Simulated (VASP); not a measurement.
Write the native input for VASP 6.6.1 that does the following.

* Task: single point
* Functional: LDA
* Potentials or basis: VASP PAW LDA potentials, release 64 (Pb_d)
* Cutoff: 520 eV
* k mesh: 8 × 8 × 10
* Occupations: fermi-dirac, width 0.1 eV
* Spin: no spin polarisation
* Dipole correction: no
* Further INCAR settings: ALGO = Normal; EDIFF = 1e-06; NBANDS = 28

The structure of Pb lies in POSCAR:

```
Pb
1.0
    4.9580588738      0.0000000000      0.0000000000
   -2.4790294369      4.2938049382      0.0000000000
    0.0000000000      0.0000000000      2.9176583677
Pb
3
Direct
    0.0000000000      0.0000000000      0.0000000000
    0.3333333333      0.6666666667      0.5000000000
    0.6666666667      0.3333333333      0.5000000000
```

This isn't the form of Pb at room conditions, which is fcc.

The input as run:

INCAR

```
SYSTEM = Pb
  PREC = Accurate
  ENCUT = 520
  EDIFF = 1E-6
  ISMEAR = -1
  SIGMA = 0.1
  LREAL = .FALSE.
  LASPH = .TRUE.
  NELM = 100
  ALGO = Normal
  ISIF = 2
  LWAVE = .FALSE.
  LCHARG = .TRUE.
  GGA = CA
  LELF = .TRUE.
  LVHAR = .TRUE.
  NBANDS = 28
```

KPOINTS

```
regular mesh
0
G
  8 8 10
  0 0 0
```

Potentials or basis: VASP PAW LDA potentials, release 64 (Pb_d).

Launch:

```console
$ cat potpaw_LDA.64/Pb_d/POTCAR > POTCAR
$ mpirun -np 1 vasp_std > vasp.out
```

Results of the run:

* Pressure: 41.4 GPa
* Band gap on the k mesh: zero (bands 21 and 22 overlap by 5.27 eV)

Caveat: the cell stands under pressure; spin-orbit coupling is left out, which moves the levels of the heavy elements.

Run time: 34 s on 1 thread of Intel(R) Xeon(R) 6975P-C (Granite Rapids), with other jobs on the host, peak memory 0.21 GiB.
